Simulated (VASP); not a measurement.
# Yb (P6_3/mmc) in VASP: a series of runs

Runs on Yb. Level: revPBE. Tasks: single point, relaxation of cell and atoms.

Program: VASP 6.6.1. These are calculated values, not measurements. Logs are shortened: lines on timing, memory, paths and dates and some standing lists are left out, and cuts for length are marked.

## (1) The cell of the first run

It takes space group P6_3/mmc (No. 194, hexagonal). The conventional cell has a = 3.910 Å, b = 3.910 Å, c = 6.430 Å, α = 90.00°, β = 90.00°, γ = 120.00°. Within 5.1 Å of Yb (site symmetry -6m2) lie 12 Yb at 3.91 to 3.93 Å.

This isn't the form of Yb at room conditions, which is fcc.

## (2) Single point, revPBE (42.56 Å³/atom)

INCAR reads:

```
PREC = Accurate ; ENCUT = 520
EDIFF = 1E-6 ; ISMEAR = -1
SIGMA = 0.1 ; LREAL = False
LASPH = True ; NELM = 60
ALGO = Normal ; ISIF = 2
LWAVE = False ; LCHARG = True
GGA = RE ; LELF = True
LVHAR = True ; NBANDS = 31
```

KPOINTS reads:

```
regular mesh
0
Gamma
  11 11 6
```

POSCAR reads:

```
Yb
1.0
    3.9096823666      0.0000000000      0.0000000000
   -1.9548411833      3.3858842502      0.0000000000
    0.0000000000      0.0000000000      6.4299917417
Yb
2
Direct
    0.3333333333      0.6666666667      0.2500000000
    0.6666666667      0.3333333333      0.7500000000
```

Potentials or basis: VASP PAW PBE potentials, release 64 (Yb).

On the command line:

```console
$ cat potpaw_PBE.64/Yb/POTCAR > POTCAR
$ mpirun -np 1 vasp_std > vasp.out
```

OUTCAR:

```text
PREC = Accurate
   ENCUT = 520
   EDIFF = 1E-6
   ISMEAR = -1
   LREAL = False
   LASPH = True
   NELM = 60
   ISIF = 2
   GGA = RE

 ion  position               nearest neighbor table
   1  0.333  0.667  0.250-
   2  0.667  0.333  0.750-

  LATTYP: Found a hexagonal cell.
 ALAT       =     3.9096823666
 C/A-ratio  =     1.6446327703

  Lattice vectors:

 A1 = (   3.9096823666,   0.0000000000,   0.0000000000)
 A2 = (  -1.9548411833,   3.3858842502,   0.0000000000)
 A3 = (   0.0000000000,   0.0000000000,   6.4299917417)

Analysis of symmetry for initial positions (statically):
=====================================================================
 Subroutine PRICEL returns:
 Original cell was already a primitive cell.

 Routine SETGRP: Setting up the symmetry group for a
 hexagonal supercell.

 Subroutine GETGRP returns: Found 24 space group operations
 (whereof 12 operations were pure point group operations)
 out of a pool of 24 trial point group operations.

The static configuration has the point symmetry D_3d.
 The point group associated with its full space group is D_6h.

Analysis of symmetry for dynamics (positions and initial velocities):
=====================================================================
 Subroutine PRICEL returns:
 Original cell was already a primitive cell.

 Routine SETGRP: Setting up the symmetry group for a
 hexagonal supercell.

 Subroutine GETGRP returns: Found 24 space group operations
 (whereof 12 operations were pure point group operations)
 out of a pool of 24 trial point group operations.

The dynamic configuration has the point symmetry D_3d.
 The point group associated with its full space group is D_6h.

 Subroutine INISYM returns: Found 24 space group operations
 (whereof 12 operations are pure point group operations),
 and found     1 'primitive' translations

----------------------------------------------------------------------------------------

                                     Primitive cell

  volume of cell :      85.1185

  direct lattice vectors                    reciprocal lattice vectors
[... 78 lines left out ...]
   PREC   = accura    normal or accurate (medium, high low for compatibility)
   ISTART =      0    job   : 0-new  1-cont  2-samecut
   ICHARG =      2    charge: 1-file 2-atom 10-const
   ISPIN  =      1    spin polarized calculation?
   LNONCOLLINEAR =      F non collinear calculations
   LSORBIT =      F    spin-orbit coupling
   LASPH  =      T    aspherical Exc in radial PAW
   ENCUT  =  520.0 eV  38.22 Ry    6.18 a.u.   7.27  7.27 11.96*2*pi/ulx,y,z
   NELM   =     60;   NELMIN=  2; NELMDL= -5     # of ELM steps
   EDIFF  = 0.1E-05   stopping-criterion for ELM
   LREAL  =      F    real-space projection
   EDIFFG = 0.1E-04   stopping-criterion for IOM
   NSW    =      0    number of steps for IOM
   IBRION =     -1    ionic relax: 0-MD 1-quasi-New 2-CG
   NFREE  =      0    steps in history (QN), initial steepest desc. (CG)
   ISIF   =      2    stress and relaxation
   ISYM   =      2    0-nonsym 1-usesym 2-fastsym
   POTIM  = 0.5000    time-step for ionic-motion
   TEBEG  =    0.0;   TEEND  =   0.0 temperature during run
   PSTRESS=    0.0 pullay stress
   NELECT =      48.0000    total number of electrons
   NUPDOWN=      -1.0000    fix difference up-down
   EMIN   =  10.00;   EMAX   =-10.00  energy-range for DOS
   EFERMI =   0.00;   METHOD = LEGACY
   ISMEAR =    -1;   SIGMA  =   0.10  broadening in eV -4-tet -1-fermi 0-gaus
   EFERMI_NEDOS =   21; number of points for ismear=-14 and -15
   IALGO  =     38    algorithm
   IMIX   =      4    mixing-type and parameters
     AMIX     =   0.40;   BMIX     =  1.00
     AMIX_MAG =   1.60;   BMIX_MAG =  1.00
  volume/ion in A,a.u.               =      42.56       287.20
  Fermi-wavevector in a.u.,A,eV,Ry     =   1.352531  2.555913 24.889685  1.829340
  Thomas-Fermi vector in A             =   2.479862
   LORBIT       =      0    0 simple, 1 ext, 2 COOP (PROOUT), +10 PAW based schemes
   GGA     = RE    functional components
   LHFCALC =     F    Hartree Fock is set to
   AEXX    =    0.0000 exact exchange contribution
   IVDW    =     0    specifies the selected vdW correction
   LEPSILON=     F    determine dielectric tensor
   LRPA    =     F    only Hartree local field effects (RPA)
 non-spin polarized calculation
  energy-cutoff  :      520.00
  volume of cell :       85.12
 maximum number of plane-waves:      2328
 NGX is ok and might be reduce to    30
   NGX = 15   NGY = 15   NGZ = 23

 number of electron      48.0000050 magnetization

 Free energy of the ion-electron system (eV)
  ---------------------------------------------------
  ext. energy  EPLUGINS =         0.00000000
  ---------------------------------------------------
  free energy    TOTEN  =        -6.67612869 eV

  energy without entropy =       -6.47499932  energy(sigma->0) =       -6.57556400

 E-fermi :   1.1778     XC(G=0):  -8.6309

 val. band max:        1.1745838903   @ k =   0.0000   0.0000   0.0000
 cond. band min:       1.1971931826   @ k =   0.4545   0.0000   0.0000
 fundamental gap:      0.0226092923
 Fermi energy:         1.1778118301

 k-point     1 :       0.0000    0.0000    0.0000
  band No.  band energies     occupation
      1     -50.8258      2.00000
      2     -50.8190      2.00000
      3     -23.2526      2.00000
      4     -23.1012      2.00000
      5     -23.1012      2.00000
      6     -23.0762      2.00000
[... 805 lines left out ...]
     30       4.6920      0.00000
     31       4.9849      0.00000

 [... further k-points ...]

------------------------ aborting loop because EDIFF is reached ----------------------------------------

  FORCE on cell =-STRESS in cart. coord.  units (eV):
  Direction    XX          YY          ZZ          XY          YZ          ZX
  --------------------------------------------------------------------------------------
  -------------------------------------------------------------------------------------
  Total       -0.8397444     -0.8397444     -0.8136279      0.0000000      0.0000000      0.0000000
  in kB      -15.8064268    -15.8064268    -15.3148392      0.0000000      0.0000000      0.0000000
  external PRESSURE =     -15.6425642 kB  Pullay stress =       0.0000000 kB

 VOLUME and BASIS-vectors are now :
 -----------------------------------------------------------------------------
  energy-cutoff  :      520.00
  volume of cell :       85.12
      direct lattice vectors                 reciprocal lattice vectors
     3.909682367  0.000000000  0.000000000     0.255775254  0.147671912  0.000000000
    -1.954841183  3.385884250  0.000000000     0.000000000  0.295343823  0.000000000
     0.000000000  0.000000000  6.429991742     0.000000000  0.000000000  0.155521195

 POSITION                                       TOTAL-FORCE (eV/Angst)
 -----------------------------------------------------------------------------------
     -0.00000      2.25726      1.60750         0.000000     -0.000000     -0.000000
      1.95484      1.12863      4.82249        -0.000000      0.000000      0.000000
 -----------------------------------------------------------------------------------
    total drift:                               -0.000000      0.000000     -0.000000

  FREE ENERGIE OF THE ION-ELECTRON SYSTEM (eV)
  ---------------------------------------------------
  free  energy   TOTEN  =        -6.6761286871 eV

  energy  without entropy=       -6.4749993221  energy(sigma->0) =       -6.57556400
```

OSZICAR:

```text
N       E                     dE             d eps       ncg     rms          rms(c)
DAV:   1     0.348156250735E+03    0.34816E+03   -0.15849E+04  5601   0.994E+03
DAV:   2     0.678392248618E+02   -0.28032E+03   -0.26275E+03  5631   0.907E+02
DAV:   3     0.576792302753E+01   -0.62071E+02   -0.60915E+02  6353   0.231E+02
[... 21 lines left out ...]
DAV:  25    -0.667613102624E+01    0.20570E-04   -0.54261E-05  7896   0.169E-01    0.257E-01
DAV:  26    -0.667612936043E+01    0.16658E-05   -0.17625E-05  6360   0.150E-01    0.161E-01
DAV:  27    -0.667612626990E+01    0.30905E-05   -0.30191E-06  4105   0.130E-01    0.125E-01
DAV:  28    -0.667612859857E+01   -0.23287E-05   -0.21062E-05  7035   0.461E-02    0.384E-02
DAV:  29    -0.667612868714E+01   -0.88574E-07   -0.11028E-06  3594   0.175E-02
   1 F= -.66761287E+01 E0= -.65755640E+01  d E =-.201129E+00
```

Run time: 3 min. Hardware: 1 thread of Intel Xeon 6975P-C (Granite Rapids), shared host; peak memory 0.29 GiB.

Results:

```yaml
Free_energy: -6.6761 eV
Pressure: -1.6 GPa
Band_gap_on_the_k_mesh: zero (bands 24 and 25 overlap by 0.15 eV)
```

Caveat: the PAW data sets were made with another functional, which shifts forces and pressure a little; spin-orbit coupling is left out, which moves the levels of the heavy elements.

## (3) Relaxation of cell and atoms, revPBE

This run uses another cell than the first one, of 41.28 Å³/atom.

INCAR reads:

```
PREC = Accurate
ENCUT = 600
EDIFF = 1E-7
ISMEAR = -1
SIGMA = 0.1
LREAL = F
LASPH = T
NELM = 100
ALGO = Normal
ISIF = 3
LWAVE = F
LCHARG = F
GGA = RE
IBRION = 2
NSW = 80
EDIFFG = -0.01
```

KPOINTS reads:

```
regular mesh
0
Gamma
  9 9 5
```

POSCAR reads:

```
Yb
1.0
    3.8793238081      0.0000000000      0.0000000000
   -1.9396619040      3.3595929673      0.0000000000
    0.0000000000      0.0000000000      6.3349357786
Yb
2
Direct
    0.3333333333      0.6666666667      0.2500000000
    0.6666666667      0.3333333333      0.7500000000
```

Potentials or basis: VASP PAW PBE potentials, release 64 (Yb).

On the command line:

```console
$ cat potpaw_PBE.64/Yb/POTCAR > POTCAR
$ mpirun -np 1 vasp_std > vasp.out
```

Run time: 34 min. Hardware: 1 thread of Intel Xeon 6975P-C (Granite Rapids), shared host; peak memory 0.35 GiB.

It converged, with:

```yaml
Free_energy: -6.7327 eV
Relaxed_volume: 38.40 Å³/atom
Relaxed_cell: a = 3.780 Å, b = 3.780 Å, c = 6.208 Å, α = 90.00°, β = 90.00°, γ = 120.00°
Space_group_after_relaxing_to_0.1_Å: P6_3/mmc (No. 194)
Energy_gained_by_relaxing: 16.4 meV/atom
Ionic_steps: 20
Pressure_after_relaxing: 0.0 GPa
Band_gap_on_the_k_mesh: zero (bands 24 and 25 overlap by 0.26 eV)
```

Step by step:
| step | energy change (eV) | largest force (eV/Å) | pressure (GPa) | volume (Å³) |
| --- | --- | --- | --- | --- |
| 1 | 0.0000 | 0.0000 | -1.07 | 82.56 |
| 2 | -0.0228 | 0.0000 | -0.91 | 79.32 |
| 3 | -0.0183 | 0.0000 | 1.37 | 70.08 |
| 4 | -0.0354 | 0.0000 | -0.19 | 75.29 |
| 5 | -0.0355 | 0.0000 | -0.27 | 74.44 |
| 6 | -0.0307 | 0.0000 | 0.94 | 72.24 |
| 7 | -0.0350 | 0.0000 | 0.46 | 73.95 |
| 8 | -0.0353 | 0.0000 | 0.30 | 74.26 |
| 9 | -0.0354 | 0.0000 | 0.18 | 75.26 |
| 10 | -0.0330 | 0.0000 | 0.21 | 76.75 |
| 11 | -0.0201 | 0.0000 | -1.03 | 79.79 |
| 12 | -0.0316 | 0.0000 | -0.45 | 77.25 |
| 13 | -0.0326 | 0.0000 | -0.39 | 76.91 |
| 14 | -0.0329 | 0.0000 | 0.02 | 76.81 |
| 15 | -0.0328 | 0.0000 | -0.36 | 76.83 |
| 16 | -0.0329 | 0.0000 | -0.43 | 76.81 |
| 17 | -0.0329 | 0.0000 | -0.46 | 76.81 |
| 18 | -0.0329 | 0.0000 | -0.51 | 76.81 |
| 19 | -0.0329 | 0.0000 | -0.65 | 76.81 |
| 20 | -0.0329 | 0.0000 | -0.02 | 76.81 |

Final structure:
```
CELL_PARAMETERS angstrom
3.77982 0.00000 0.00000
-1.88991 3.27342 0.00000
0.00000 0.00000 6.20767
ATOMIC_POSITIONS crystal
Yb 0.33333 0.66667 0.25000
Yb 0.66667 0.33333 0.75000
```

Levels at points of the mesh, in eV from the Fermi level:
| k point | band 20 | band 21 | band 22 | band 23 | band 24 | band 25 | band 26 | band 27 | band 28 |
| --- | --- | --- | --- | --- | --- | --- | --- | --- | --- |
| (0.00, 0.00, 0.00) | -0.49 | -0.46 | -0.46 | -0.44 | -0.44 | 0.17 | 2.74 | 2.78 | 2.78 |

Caveat: the PAW data sets were made with another functional, which shifts forces and pressure a little; spin-orbit coupling is left out, which moves the levels of the heavy elements.

## (4) Single point, revPBE

This run uses another cell than the first one, of 38.00 Å³/atom.

INCAR reads:

```
SYSTEM = Yb
ALGO = Normal
EDIFF = 1E-6
ENCUT = 520
GGA = RE
ISIF = 2
ISMEAR = -1
LASPH = .True.
LCHARG = .False.
LREAL = .False.
LWAVE = .False.
NBANDS = 31
NELM = 100
PREC = Accurate
SIGMA = 0.1
```

KPOINTS reads:

```
k-points
0
Gamma
  16 16 9
  0 0 0
```

POSCAR reads:

```
Yb
1.0
    3.7647441575      0.0000000000      0.0000000000
   -1.8823720787      3.2603640792      0.0000000000
    0.0000000000      0.0000000000      6.1916216134
Yb
2
Direct
    0.3333333333      0.6666666667      0.2500000000
    0.6666666667      0.3333333333      0.7500000000
```

Potentials or basis: VASP PAW PBE potentials, release 64 (Yb).

On the command line:

```console
$ cat potpaw_PBE.64/Yb/POTCAR > POTCAR
$ mpirun -np 1 vasp_std > vasp.out
```

OUTCAR:

```text
SYSTEM = Yb
   EDIFF = 1E-6
   ENCUT = 520
   GGA = RE
   ISIF = 2
   ISMEAR = -1
   LASPH = .True.
   LREAL = .False.
   NELM = 100
   PREC = Accurate

 ion  position               nearest neighbor table
   1  0.333  0.667  0.250-   2 3.78   2 3.78   2 3.78   2 3.78   2 3.78   2 3.78
   2  0.667  0.333  0.750-   1 3.78   1 3.78   1 3.78   1 3.78   1 3.78   1 3.78

  LATTYP: Found a hexagonal cell.
 ALAT       =     3.7647441575
 C/A-ratio  =     1.6446327703

  Lattice vectors:

 A1 = (   3.7647441575,   0.0000000000,   0.0000000000)
 A2 = (  -1.8823720787,   3.2603640792,   0.0000000000)
 A3 = (   0.0000000000,   0.0000000000,   6.1916216134)

Analysis of symmetry for initial positions (statically):
=====================================================================
 Subroutine PRICEL returns:
 Original cell was already a primitive cell.

 Routine SETGRP: Setting up the symmetry group for a
 hexagonal supercell.

 Subroutine GETGRP returns: Found 24 space group operations
 (whereof 12 operations were pure point group operations)
 out of a pool of 24 trial point group operations.

The static configuration has the point symmetry D_3d.
[... 160 lines left out ...]

  energy without entropy =       -6.53503500  energy(sigma->0) =       -6.63386761

 E-fermi :   1.5073     XC(G=0):  -9.0962

 val. band max:        1.5060428851   @ k =   0.4375   0.0000   0.1111
 cond. band min:       1.5098198354   @ k =   0.3125   0.3125   0.3333
 fundamental gap:      0.0037769503
 Fermi energy:         1.5073350509

 k-point     1 :       0.0000    0.0000    0.0000
  band No.  band energies     occupation
      1     -50.3915      2.00000
      2     -50.3795      2.00000
      3     -22.8531      2.00000
      4     -22.6235      2.00000
      5     -22.6235      2.00000
      6     -22.5869      2.00000
[... 805 lines left out ...]
     30       5.8801      0.00000
     31       6.1894      0.00000

 [... further k-points ...]

------------------------ aborting loop because EDIFF is reached ----------------------------------------

  FORCE on cell =-STRESS in cart. coord.  units (eV):
  Direction    XX          YY          ZZ          XY          YZ          ZX
  --------------------------------------------------------------------------------------
  -------------------------------------------------------------------------------------
  Total        0.4687880      0.4687880      0.4635875      0.0000000      0.0000000     -0.0000000
  in kB        9.8828238      9.8828238      9.7731896      0.0000000      0.0000000     -0.0000000
  external PRESSURE =       9.8462791 kB  Pullay stress =       0.0000000 kB

 VOLUME and BASIS-vectors are now :
 -----------------------------------------------------------------------------
  energy-cutoff  :      520.00
  volume of cell :       76.00
      direct lattice vectors                 reciprocal lattice vectors
     3.764744158  0.000000000  0.000000000     0.265622299  0.153357106  0.000000000
    -1.882372079  3.260364079  0.000000000     0.000000000  0.306714212  0.000000000
     0.000000000  0.000000000  6.191621613     0.000000000  0.000000000  0.161508578

 POSITION                                       TOTAL-FORCE (eV/Angst)
 -----------------------------------------------------------------------------------
     -0.00000      2.17358      1.54791         0.000000     -0.000000      0.000000
      1.88237      1.08679      4.64372        -0.000000      0.000000      0.000000
 -----------------------------------------------------------------------------------
    total drift:                               -0.000001      0.000000     -0.000000

  FREE ENERGIE OF THE ION-ELECTRON SYSTEM (eV)
  ---------------------------------------------------
  free  energy   TOTEN  =        -6.7327002256 eV

  energy  without entropy=       -6.5350350026  energy(sigma->0) =       -6.63386761
```

OSZICAR:

```text
N       E                     dE             d eps       ncg     rms          rms(c)
DAV:   1     0.319624390099E+03    0.31962E+03   -0.15971E+04 13572   0.101E+04
DAV:   2     0.573346783041E+02   -0.26229E+03   -0.24818E+03 13309   0.858E+02
DAV:   3     0.452435202489E+01   -0.52810E+02   -0.51646E+02 14735   0.203E+02
[... 24 lines left out ...]
DAV:  28    -0.673270901433E+01    0.35211E-03   -0.81252E-04 16803   0.873E-01    0.137E+00
DAV:  29    -0.673270541254E+01    0.36018E-05   -0.52988E-04 18600   0.321E-01    0.340E-01
DAV:  30    -0.673272260705E+01   -0.17195E-04   -0.19217E-04 18536   0.863E-02    0.202E-01
DAV:  31    -0.673271872092E+01    0.38861E-05   -0.14765E-05 14954   0.562E-02    0.171E-01
DAV:  32    -0.673269949967E+01    0.19221E-04   -0.26753E-05 13138   0.344E-01    0.121E-01
DAV:  33    -0.673270022555E+01   -0.72588E-06   -0.67588E-06 10595   0.109E-01
   1 F= -.67327002E+01 E0= -.66338676E+01  d E =-.197665E+00
```

Run time: 6.3 min. Hardware: 1 thread of Intel Xeon 6975P-C (Granite Rapids), shared host; peak memory 0.41 GiB.

What came out:

```yaml
Free_energy: -6.7327 eV
Pressure: 1.0 GPa
Band_gap_on_the_k_mesh: zero (bands 24 and 25 overlap by 0.25 eV)
```

Levels at points of the mesh, in eV from the Fermi level:
```
           k point  band 20  band 21  band 22  band 23  band 24  band 25  band 26  band 27  band 28  band 29
(0.00, 0.00, 0.00)    -0.49    -0.46    -0.46    -0.44    -0.44     0.17     2.74     2.79     2.79     3.33
(0.50, 0.00, 0.00)    -0.47    -0.46    -0.45    -0.44    -0.43    -0.08     0.18     1.63     2.33     2.65
```

Caveat: the PAW data sets were made with another functional, which shifts forces and pressure a little; spin-orbit coupling is left out, which moves the levels of the heavy elements.

## (5) Overview

| task | cell | k mesh | cutoff (eV) | gap on the mesh (eV) | pressure (GPa) |
| --- | --- | --- | --- | --- | --- |
| single point | a = 3.910, b = 3.910, c = 6.430 Å, angles 90.0, 90.0, 120.0°, 2 atoms | 11 × 11 × 6 | 520 | none | -1.6 |
| relaxation of cell and atoms | relaxed from a = 3.879, b = 3.879, c = 6.335 Å, angles 90.0, 90.0, 120.0°, 2 atoms | 9 × 9 × 5 | 600 | none | 0.0 |
| single point | a = 3.765, b = 3.765, c = 6.192 Å, angles 90.0, 90.0, 120.0°, 2 atoms | 16 × 16 × 9 | 520 | none | 1.0 |

Alike in all rows: level revPBE; potentials or basis VASP PAW PBE potentials, release 64 (Yb); no spin polarisation; smearing fermi-dirac 0.1 eV.

Caveats: the PAW data sets were made with another functional, which shifts forces and pressure a little; spin-orbit coupling is left out, which moves the levels of the heavy elements.

Absolute energies hang on the potentials; compare differences alone.

The gap in the log of VASP goes by the Fermi energy; the results here count the filled bands.